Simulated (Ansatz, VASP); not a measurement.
## K: VASP beside Ansatz

Contents of INCAR:

```
SYSTEM = K
PREC = Accurate ; ENCUT = 400
EDIFF = 1E-6 ; ISMEAR = -1
SIGMA = 0.1 ; LREAL = .False.
LASPH = .True. ; NELM = 200
ALGO = Normal ; ISIF = 2
LWAVE = .False. ; LCHARG = .False.
ISPIN = 2 ; MAGMOM = 1
LORBIT = 11 ; GGA = PE
NBANDS = 14 ; GGA_COMPAT = .False.
```

Contents of KPOINTS:

```
Automatic mesh
0
Gamma
  1 1 1
  0 0 0
```

POSCAR

```
K
1.0
    8.0000000000      0.0000000000      0.0000000000
    0.0000000000      8.3000000000      0.0000000000
    0.0000000000      0.0000000000      8.6000000000
K
1
Direct
    0.0000000000      0.0000000000      0.0000000000
```

Input for Ansatz:

```yaml
crystal:
  lattice:
    - [8.0, 0.0, 0.0]
    - [0.0, 8.3, 0.0]
    - [0.0, 0.0, 8.6]
  atoms:
    - { symbol: K, position: [0.0, 0.0, 0.0], spin: 1 }
kpoints:
  mp_grid: { grid: [1, 1, 1], shift: [0, 0, 0] }
hamiltonian:
  xc: pbe
  pseudopotentials: { kind: paw }
scf:
  occupations: { method: fermi_dirac, width: 0.1 }
  convergence: { dr2_threshold: 1.0e-12 }
  max_iter: 300
magnetization:
  spin_polarized: true
output:
  forces: true
```

Alike in both runs: task single point; functional PBE; k mesh 1 × 1 × 1; occupations fermi-dirac, width 0.1 eV; collinear spin.

|  | VASP | Ansatz |
| --- | --- | --- |
| version | VASP 6.6.1 | Ansatz 0.2 development build |
| potentials or method | VASP PAW PBE potentials, release 64 (K_sv) | PAW hard, scalar-relativistic |
| plane-wave cutoff (eV) | 400 | 390 |

Ansatz gave:

| Item | Value |
| --- | --- |
| net moment per atom (μB) | 0.16 |
| size of the moment on the site where the two differ most (μB) | 0.11 |

Task: What did VASP give for the same quantities?

Result: net moment per atom (μB): 0.27; size of the moment on the site where the two differ most (μB): 0.01.

The net moments are unlike, so the other rows may belong to different states. Site moments also hang on the region over which each program counts them.
